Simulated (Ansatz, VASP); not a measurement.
# Two plane-wave programs on ScAl2Sb2As

```
Sc Al Sb As
1.0
     5.36116    0.00000    0.00000
    -2.68058    4.64290    0.00000
     0.00000    0.00000    5.61863
Sc Al Sb As
1 2 2 1
Direct
  0.00000 0.00000 0.00000
  0.33333 0.66667 0.00000
  0.66667 0.33333 0.00000
  0.33333 0.66667 0.50000
  0.66667 0.33333 0.50000
  0.00000 0.00000 0.50000
```

Alike in both runs: task single point; functional PBE; k mesh 6 × 6 × 4; occupations gaussian, width 0.1 eV; collinear spin.

|  | VASP | Ansatz |
| --- | --- | --- |
| version | VASP 6.6.1 | Ansatz 0.2.0 |
| potentials or method | VASP PAW PBE potentials, release 64 (Sc_sv, Al, Sb, As), cutoff 520 eV | scalar-relativistic, plane waves, PAW |
| valence electrons in the cell | 32 | 62 |

Ansatz gave:

* gap on the k mesh at the Fermi level (eV): none
* pressure (GPa): 0.1
* traceless stress, the component that is largest in VASP (GPa): -0.10
* net moment per atom (μB): 0.00

Q: What did VASP give for the same quantities?

A: gap on the k mesh at the Fermi level (eV): none; pressure (GPa): 0.1; traceless stress, the component that is largest in VASP (GPa): 0.02; net moment per atom (μB): 0.00.

A gap of «none» marks a metal or a gap that the smearing closes. VASP's potentials hold 32 valence electrons a cell and Ansatz's 62, so a difference there can come from the potentials and not from the codes. Ansatz's warnings: seeded moment not kept.

Neither program's run includes spin-orbit coupling.
